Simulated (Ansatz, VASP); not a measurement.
**One calculation of Ti, two programs**

INCAR

```
PREC = Accurate
ENCUT = 520
EDIFF = 1E-6
ISMEAR = 0
SIGMA = 0.1
LREAL = False
LASPH = True
NELM = 60
ALGO = Fast
ISIF = 2
LWAVE = False
LCHARG = False
GGA = PS
NBANDS = 25
```

Contents of KPOINTS:

```
Automatic mesh
0
Gamma
  12 12 18
```

POSCAR

```
Ti
1.0
    4.5152900540      0.0000000000      0.0000000000
   -2.2576450270      3.9103558922      0.0000000000
    0.0000000000      0.0000000000      2.7987936452
Ti
3
Direct
    0.0000000000      0.0000000000      0.0000000000
    0.3333333333      0.6666666667      0.5000000000
    0.6666666667      0.3333333333      0.5000000000
```

Input for Ansatz:

```yaml
crystal:
  lattice:
    - [4.5152900523, 0.0, 0.0]
    - [-2.2576450261, 3.9103558907, 0.0]
    - [0.0, 0.0, 2.7987936485]
  atoms:
    - { symbol: Ti, position: [0.0, 0.0, 0.0] }
    - { symbol: Ti, position: [0.3333333333, 0.6666666667, 0.5] }
    - { symbol: Ti, position: [0.6666666667, 0.3333333333, 0.5] }
basis:
  ecutwfc: 420
kpoints:
  mp_grid: { grid: [12, 12, 18] }
hamiltonian:
  xc: pbesol
scf:
  occupations: { method: gaussian, width: 0.1 }
output:
  forces: true
  stress: true
  eigenvalues: true
```

Alike in both runs: task single point; functional PBEsol; k mesh 12 × 12 × 18; occupations gaussian, width 0.1 eV; no spin polarisation.

|  | VASP | Ansatz |
| --- | --- | --- |
| version | VASP 6.6.1 | Ansatz 0.2.0 |
| potentials or method | VASP PAW PBE potentials, release 64 (Ti_sv), cutoff 520 eV | scalar-relativistic, plane waves, PAW |
| valence electrons in the cell | 36 | 36 |

|  | VASP | Ansatz | Ansatz less VASP |
| --- | --- | --- | --- |
| gap on the k mesh at the Fermi level (eV) | none | none | - |
| pressure (GPa) | -0.2 | 0.0 | +0.18 |
| traceless stress, the component that is largest in VASP (GPa) | 0.06 | 0.05 | -0.006 |

VASP's potentials were made for PBE, not for PBEsol. A gap of «none» marks a metal or a gap that the smearing closes.
